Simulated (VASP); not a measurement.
# PtSe2 (Sudovikovite) (P-3m1) in VASP: a series of runs

The runs below take PtSe2 (Sudovikovite) through single point, with PBE+D3(BJ).

Program: VASP 6.6.1. These are calculated values, not measurements. Logs are shortened: lines on timing, memory, paths and dates and some standing lists are left out, and cuts for length are marked.

## Step 1: The cell of the first run

Symmetry: P-3m1, No. 164, trigonal system. The conventional cell has a = 3.724 Å, b = 3.724 Å, c = 5.062 Å, α = 90.00°, β = 90.00°, γ = 120.00°. Within 3.3 Å of Pt (site symmetry -3m) lie 6 Se at 2.49 Å. Within 3.3 Å of Se (site symmetry 3m) lie 3 Pt at 2.49 Å.

## Step 2: Single point, PBE+D3(BJ)

INCAR reads:

```
SYSTEM = PtSe2
ALGO = Normal
EDIFF = 1E-6
ENCUT = 520
GGA = PE
ISIF = 2
ISMEAR = -1
IVDW = 12
LASPH = .TRUE.
LCHARG = .FALSE.
LREAL = .FALSE.
LWAVE = .FALSE.
NBANDS = 18
NELM = 60
PREC = Accurate
SIGMA = 0.15
```

KPOINTS reads:

```
k-points
0
G
  9 9 6
  0 0 0
```

POSCAR reads:

```
PtSe2
1.0
    3.7240000000      0.0000000000      0.0000000000
   -1.8620000000      3.2250800000      0.0000000000
    0.0000000000      0.0000000000      5.0620000000
Pt Se
1 2
Direct
    0.0000000000      0.0000000000      0.0000000000
    0.3333333333      0.6666666667      0.2500000000
    0.6666666667      0.3333333333      0.7500000000
```

Potentials or basis: VASP PAW PBE potentials, release 64 (Pt, Se).

On the command line:

```
$ cat potpaw_PBE.64/Pt/POTCAR potpaw_PBE.64/Se/POTCAR > POTCAR
$ mpirun -np 1 vasp_std > vasp.out
```

OUTCAR:

```text
SYSTEM = PtSe2
   EDIFF = 1E-6
   ENCUT = 520
   GGA = PE
   ISIF = 2
   ISMEAR = -1
   IVDW = 12
   LASPH = .TRUE.
   LREAL = .FALSE.
   NELM = 60
   PREC = Accurate
 IVDW          = 12

 ion  position               nearest neighbor table
   1  0.000  0.000  0.000-   2 2.49   3 2.49   3 2.49   2 2.49   3 2.49   2 2.49
   2  0.333  0.667  0.250-   1 2.49   1 2.49   1 2.49
   3  0.667  0.333  0.750-   1 2.49   1 2.49   1 2.49

  LATTYP: Found a hexagonal cell.
 ALAT       =     3.7240000000
 C/A-ratio  =     1.3592910849

  Lattice vectors:

 A1 = (   3.7240000000,   0.0000000000,   0.0000000000)
 A2 = (  -1.8620000000,   3.2250800000,   0.0000000000)
 A3 = (   0.0000000000,   0.0000000000,   5.0620000000)

Analysis of symmetry for initial positions (statically):
=====================================================================
 Subroutine PRICEL returns:
 Original cell was already a primitive cell.

 Routine SETGRP: Setting up the symmetry group for a
 hexagonal supercell.

 Subroutine GETGRP returns: Found 12 space group operations
 (whereof 12 operations were pure point group operations)
 out of a pool of 24 trial point group operations.

The static configuration has the point symmetry D_3d.

Analysis of symmetry for dynamics (positions and initial velocities):
=====================================================================
 Subroutine PRICEL returns:
 Original cell was already a primitive cell.

 Routine SETGRP: Setting up the symmetry group for a
 hexagonal supercell.

 Subroutine GETGRP returns: Found 12 space group operations
 (whereof 12 operations were pure point group operations)
 out of a pool of 24 trial point group operations.

The dynamic configuration has the point symmetry D_3d.

 Subroutine INISYM returns: Found 12 space group operations
 (whereof 12 operations are pure point group operations),
 and found     1 'primitive' translations

----------------------------------------------------------------------------------------

                                     Primitive cell

  volume of cell :      60.7956

  direct lattice vectors                    reciprocal lattice vectors
     3.724000000  0.000000000  0.000000000     0.268528464  0.155034914  0.000000000
    -1.862000000  3.225080000  0.000000000     0.000000000  0.310069828  0.000000000
     0.000000000  0.000000000  5.062000000     0.000000000  0.000000000  0.197550375

  length of vectors
     3.724000000  3.724001209  5.062000000     0.310069928  0.310069828  0.197550375

  position of ions in fractional coordinates (direct lattice)
     0.000000000  0.000000000  0.000000000
     0.333333333  0.666666667  0.250000000
     0.666666667  0.333333333  0.750000000

  ion indices of the primitive-cell ions
   primitive index   ion index
                 1           1
                 2           2
                 3           3

----------------------------------------------------------------------------------------

 KPOINTS: k-points

Automatic generation of k-mesh.
 Grid dimensions read from file:
 generate k-points for:    9    9    6

 Generating k-lattice:

  Cartesian coordinates                     Fractional coordinates (reciprocal lattice)
     0.029836496  0.017226102  0.000000000     0.111111111  0.000000000  0.000000000
     0.000000000  0.034452203  0.000000000     0.000000000  0.111111111  0.000000000
     0.000000000  0.000000000  0.032925063     0.000000000  0.000000000  0.166666667

  Length of vectors
     0.034452214  0.034452203  0.032925063

  Shift w.r.t. Gamma in fractional coordinates (k-lattice)
     0.000000000  0.000000000  0.000000000

 Subroutine IBZKPT returns following result:
 ===========================================

 Found     62 irreducible k-points:

 Following reciprocal coordinates:
            Coordinates               Weight
  0.000000  0.000000  0.000000      1.000000
  0.111111  0.000000  0.000000      6.000000
  0.222222  0.000000  0.000000      6.000000
  0.333333  0.000000  0.000000      6.000000
  0.444444  0.000000  0.000000      6.000000
  0.111111  0.111111  0.000000      6.000000
[... 16 lines left out ...]
  0.222222  0.111111  0.166667     12.000000
 -0.111111  0.333333  0.166667     12.000000
 [... further k-points ...]
   k-points           NKPTS =     62   k-points in BZ     NKDIM =     62   number of bands    NBANDS=     18
   number of dos      NEDOS =    301   number of ions     NIONS =      3
   total plane-waves  NPLWV =  31360
   dimension x,y,z NGX =    28 NGY =   28 NGZ =   40
   dimension x,y,z NGXF=    56 NGYF=   56 NGZF=   80
   ions per type =               1   2
   NGX,Y,Z   is equivalent  to a cutoff of  12.50, 12.50, 13.14 a.u.
   NGXF,Y,Z  is equivalent  to a cutoff of  25.00, 25.00, 26.27 a.u.
 SYSTEM =  PtSe2
   PREC   = accura    normal or accurate (medium, high low for compatibility)
   ISTART =      0    job   : 0-new  1-cont  2-samecut
   ICHARG =      2    charge: 1-file 2-atom 10-const
   ISPIN  =      1    spin polarized calculation?
   LNONCOLLINEAR =      F non collinear calculations
   LSORBIT =      F    spin-orbit coupling
   LASPH  =      T    aspherical Exc in radial PAW
   ENCUT  =  520.0 eV  38.22 Ry    6.18 a.u.   6.92  6.92  9.41*2*pi/ulx,y,z
   NELM   =     60;   NELMIN=  2; NELMDL= -5     # of ELM steps
   EDIFF  = 0.1E-05   stopping-criterion for ELM
   LREAL  =      F    real-space projection
   EDIFFG = 0.1E-04   stopping-criterion for IOM
   NSW    =      0    number of steps for IOM
   IBRION =     -1    ionic relax: 0-MD 1-quasi-New 2-CG
   NFREE  =      0    steps in history (QN), initial steepest desc. (CG)
   ISIF   =      2    stress and relaxation
   ISYM   =      2    0-nonsym 1-usesym 2-fastsym
   POTIM  = 0.5000    time-step for ionic-motion
   TEBEG  =    0.0;   TEEND  =   0.0 temperature during run
   PSTRESS=    0.0 pullay stress
   NELECT =      22.0000    total number of electrons
   NUPDOWN=      -1.0000    fix difference up-down
   EMIN   =  10.00;   EMAX   =-10.00  energy-range for DOS
   EFERMI =   0.00;   METHOD = LEGACY
   ISMEAR =    -1;   SIGMA  =   0.15  broadening in eV -4-tet -1-fermi 0-gaus
   EFERMI_NEDOS =   21; number of points for ismear=-14 and -15
   IALGO  =     38    algorithm
   IMIX   =      4    mixing-type and parameters
     AMIX     =   0.40;   BMIX     =  1.00
     AMIX_MAG =   1.60;   BMIX_MAG =  1.00
  volume/ion in A,a.u.               =      20.27       136.76
  Fermi-wavevector in a.u.,A,eV,Ry     =   1.166608  2.204569 18.517179  1.360974
  Thomas-Fermi vector in A             =   2.303119
   LORBIT       =      0    0 simple, 1 ext, 2 COOP (PROOUT), +10 PAW based schemes
   GGA     = PE    functional components
   LHFCALC =     F    Hartree Fock is set to
   AEXX    =    0.0000 exact exchange contribution
   IVDW    =    12    specifies the selected vdW correction
   LEPSILON=     F    determine dielectric tensor
   LRPA    =     F    only Hartree local field effects (RPA)
 non-spin polarized calculation
  energy-cutoff  :      520.00
  volume of cell :       60.80
 maximum number of plane-waves:      1650
   NGX = 13   NGY = 13   NGZ = 19

 number of electron      21.9999999 magnetization

 Free energy of the ion-electron system (eV)
  ---------------------------------------------------
  ext. energy  EPLUGINS =         0.00000000
  ---------------------------------------------------
  free energy    TOTEN  =       -14.20970054 eV

  energy without entropy =      -14.15784764  energy(sigma->0) =      -14.18377409

 E-fermi :   6.4724     XC(G=0): -10.6350

 val. band max:        6.3421363278   @ k =   0.0000   0.2222   0.1667
 cond. band min:       6.5348383569   @ k =   0.1111   0.0000   0.0000
 fundamental gap:      0.1927020291
 Fermi energy:         6.4723645557

 k-point     1 :       0.0000    0.0000    0.0000
  band No.  band energies     occupation
      1      -9.1840      2.00000
      2      -6.3619      2.00000
      3      -0.6670      2.00000
      4       0.0483      2.00000
      5       0.0483      2.00000
      6       2.5144      2.00000
[... 10 lines left out ...]
     17      13.8146      0.00000
     18      18.3477      0.00000

 k-point     2 :       0.1111    0.0000    0.0000
  band No.  band energies     occupation
      1      -9.0456      2.00000
      2      -6.4241      2.00000
      3      -0.5032      2.00000
      4       0.1378      2.00000
      5       0.1477      2.00000
      6       2.3208      2.00000
[... 10 lines left out ...]
     17      14.2601      0.00000
     18      16.5642      0.00000

 k-point     3 :       0.2222    0.0000    0.0000
  band No.  band energies     occupation
      1      -8.6559      2.00000
      2      -6.5878      2.00000
      3      -0.0736      2.00000
      4       0.3666      2.00000
      5       0.4456      2.00000
      6       1.5600      2.00000
[... 10 lines left out ...]
     17      14.9328      0.00000
     18      14.9864      0.00000

 k-point     4 :       0.3333    0.0000    0.0000
  band No.  band energies     occupation
      1      -8.1007      2.00000
      2      -6.8125      2.00000
      3      -0.0302      2.00000
      4       0.6031      2.00000
      5       0.7841      2.00000
      6       1.1883      2.00000
[... 10 lines left out ...]
     17      14.4020      0.00000
     18      15.3887      0.00000

 k-point     5 :       0.4444    0.0000    0.0000
  band No.  band energies     occupation
      1      -7.5367      2.00000
      2      -7.1006      2.00000
      3      -0.7044      2.00000
      4       0.7096      2.00000
      5       1.1313      2.00000
      6       2.0454      2.00000
[... 10 lines left out ...]
     17      13.9312      0.00000
     18      17.1638      0.00000

 k-point     6 :       0.1111    0.1111    0.0000
  band No.  band energies     occupation
      1      -8.7813      2.00000
      2      -6.5356      2.00000
      3      -0.1979      2.00000
      4       0.3054      2.00000
      5       0.3285      2.00000
      6       1.9951      2.00000
[... 10 lines left out ...]
     17      15.1332      0.00000
     18      15.1820      0.00000

 k-point     7 :       0.2222    0.1111    0.0000
  band No.  band energies     occupation
      1      -8.3074      2.00000
      2      -6.7201      2.00000
      3       0.2404      2.00000
      4       0.4538      2.00000
      5       0.6979      2.00000
      6       1.1376      2.00000
[... 10 lines left out ...]
     17      14.3528      0.00000
     18      15.5560      0.00000

 k-point     8 :       0.3333    0.1111    0.0000
  band No.  band energies     occupation
      1      -7.7485      2.00000
      2      -6.9487      2.00000
      3      -0.3236      2.00000
      4       0.5478      2.00000
      5       1.1146      2.00000
      6       1.4186      2.00000
[... 10 lines left out ...]
     17      15.2263      0.00000
     18      15.6506      0.00000
[... 229 lines left out ...]
     17      15.2808      0.00000
     18      15.8889      0.00000

 k-point    20 :       0.4444    0.0000    0.1667
  band No.  band energies     occupation
      1      -7.4076      2.00000
      2      -7.2261      2.00000
      3      -0.7085      2.00000
      4       0.6798      2.00000
      5       1.2217      2.00000
      6       1.6742      2.00000
[... 10 lines left out ...]
     17      14.6931      0.00000
     18      16.4472      0.00000

 k-point    21 :       0.0000    0.4444    0.1667
  band No.  band energies     occupation
      1      -7.5866      2.00000
      2      -7.0054      2.00000
      3      -0.8698      2.00000
      4       0.6324      2.00000
      5       0.7302      2.00000
      6       2.1772      2.00000
[... 10 lines left out ...]
     17      15.1100      0.00000
     18      16.6835      0.00000

 k-point    22 :       0.1111    0.1111    0.1667
  band No.  band energies     occupation
      1      -8.6857      2.00000
      2      -6.7149      2.00000
      3      -0.2315      2.00000
      4       0.2864      2.00000
      5       0.6047      2.00000
      6       1.9201      2.00000
[... 10 lines left out ...]
     17      14.5821      0.00000
     18      15.1847      0.00000

 k-point    23 :       0.2222    0.1111    0.1667
  band No.  band energies     occupation
      1      -8.2096      2.00000
      2      -6.8647      2.00000
      3       0.1464      2.00000
      4       0.4688      2.00000
      5       0.7012      2.00000
      6       1.4817      2.00000
[... 10 lines left out ...]
     17      14.7855      0.00000
     18      15.3623      0.00000

 k-point    24 :      -0.1111    0.3333    0.1667
  band No.  band energies     occupation
      1      -8.2403      2.00000
      2      -6.8006      2.00000
      3      -0.1538      2.00000
      4       0.3907      2.00000
      5       0.8422      2.00000
      6       1.2572      2.00000
[... 10 lines left out ...]
     17      14.3593      0.00000
     18      16.1440      0.00000

 [... further k-points ...]

------------------------ aborting loop because EDIFF is reached ----------------------------------------

 Edisp (eV)   -1.43094

 E8    (eV) :    -0.6140

  FORCE on cell =-STRESS in cart. coord.  units (eV):
  Direction    XX          YY          ZZ          XY          YZ          ZX
  --------------------------------------------------------------------------------------
  -------------------------------------------------------------------------------------
  Total       1.62082     1.62082     0.75486     0.00000     0.00000     0.00000
  in kB      42.71422    42.71426    19.89321     0.00000     0.00000     0.00000
  external pressure =       35.11 kB  Pullay stress =        0.00 kB

 VOLUME and BASIS-vectors are now :
 -----------------------------------------------------------------------------
  energy-cutoff  :      520.00
  volume of cell :       60.80
      direct lattice vectors                 reciprocal lattice vectors
     3.724000000  0.000000000  0.000000000     0.268528464  0.155034914  0.000000000
    -1.862000000  3.225080000  0.000000000     0.000000000  0.310069828  0.000000000
     0.000000000  0.000000000  5.062000000     0.000000000  0.000000000  0.197550375

 POSITION                                       TOTAL-FORCE (eV/Angst)
 -----------------------------------------------------------------------------------
      0.00000      0.00000      0.00000        -0.000000      0.000000     -0.000000
     -0.00000      2.15005      1.26550        -0.000000      0.000000      0.619973
      1.86200      1.07503      3.79650         0.000000     -0.000000     -0.619973
 -----------------------------------------------------------------------------------
    total drift:                               -0.000000     -0.000000     -0.000000

  FREE ENERGIE OF THE ION-ELECTRON SYSTEM (eV)
  ---------------------------------------------------
  free  energy   TOTEN  =       -15.6406432692 eV

  energy  without entropy=      -15.5887903699  energy(sigma->0) =      -15.61471682
```

Wall time 28 s (1 thread of Intel Xeon 6975P-C (Granite Rapids), shared host); peak memory 0.23 GiB.

What came out:

```
Free energy                : -15.6406 eV
Pressure                   : 3.5 GPa
Largest force              : 0.620 eV/Å
Band gap on the k mesh     : zero (band 11 reaches 6.93 eV, above the bottom of band 12 at 6.56 eV)
Dispersion energy per atom : -0.477 eV
```

Forces on the atoms (eV/Å):
```
Pt   0.000  0.000  0.000
Se   0.000  0.000  0.620
Se   0.000  0.000 -0.620
```

Stress tensor (GPa, compression positive):
```
4.27 0.00 0.00
0.00 4.27 0.00
0.00 0.00 1.99
```

Levels at points of the mesh, in eV from the Fermi level:
```tsv
k point	band 7	band 8	band 9	band 10	band 11	band 12	band 13	band 14	band 15	band 16
(0.00, 0.00, 0.00)	-3.96	-2.52	-1.01	-1.01	0.46	1.53	1.53	3.67	4.28	7.34
(0.00, 0.00, 0.50)	-3.99	-2.90	-1.65	-1.45	-1.45	2.37	2.37	4.87	6.39	6.82
```

Caveat: three body term missing; spin-orbit coupling is left out, which moves the levels of the heavy elements; pairwise dispersion overbinds metals, which lowers pressure and volume.

## Step 3: Single point, PBE+D3(BJ)

This run uses another cell than the first one, of 21.08 Å³/atom, 1.040 times its volume.

INCAR reads:

```
SYSTEM = PtSe2
PREC = Accurate
ENCUT = 520
EDIFF = 1E-6
ISMEAR = -1
SIGMA = 0.15
LREAL = .False.
LASPH = .True.
NELM = 60
ALGO = Normal
ISIF = 2
LWAVE = .False.
LCHARG = .False.
GGA = PE
IVDW = 12
NBANDS = 18
```

KPOINTS reads:

```
regular mesh
0
Gamma
  9 9 6
  0 0 0
```

POSCAR reads:

```
PtSe2
1.0
    3.7730056198      0.0000000000      0.0000000000
   -1.8865028099      3.2675201301      0.0000000000
    0.0000000000      0.0000000000      5.1286129021
Pt Se
1 2
Direct
    0.0000000000      0.0000000000      0.0000000000
    0.3333333333      0.6666666667      0.2500000000
    0.6666666667      0.3333333333      0.7500000000
```

Potentials or basis: VASP PAW PBE potentials, release 64 (Pt, Se).

On the command line:

```
$ cat potpaw_PBE.64/Pt/POTCAR potpaw_PBE.64/Se/POTCAR > POTCAR
$ mpirun -np 1 vasp_std > vasp.out
```

Run time: 27 s. Hardware: 1 thread of Intel Xeon 6975P-C (Granite Rapids), shared host; peak memory 0.23 GiB.

It converged, with:

```yaml
Free_energy: -15.6551 eV
Pressure: -1.5 GPa
Largest_force: 0.148 eV/Å
Band_gap_on_the_k_mesh: zero (band 11 reaches 6.38 eV, above the bottom of band 12 at 6.02 eV)
Dispersion_energy_per_atom: -0.458 eV
```

Forces in eV/Å, atoms in the order of the input:
```
Pt   0.000  0.000  0.000
Se   0.000  0.000  0.148
Se   0.000  0.000 -0.148
```

Stress tensor (GPa, compression positive):
```
-1.31  0.00  0.00
 0.00 -1.31  0.00
 0.00  0.00 -1.74
```

Levels at points of the mesh, in eV from the Fermi level:
```tsv
k point	band 7	band 8	band 9	band 10	band 11	band 12	band 13	band 14	band 15	band 16
(0.00, 0.00, 0.00)	-3.72	-2.39	-0.95	-0.95	0.46	1.48	1.48	3.78	4.02	7.37
(0.00, 0.00, 0.50)	-3.74	-2.73	-1.65	-1.36	-1.36	2.25	2.25	4.90	6.14	6.84
```

Caveat: three body term missing; spin-orbit coupling is left out, which moves the levels of the heavy elements; pairwise dispersion overbinds metals, which lowers pressure and volume.

(Part 1 of 3 ends here.)
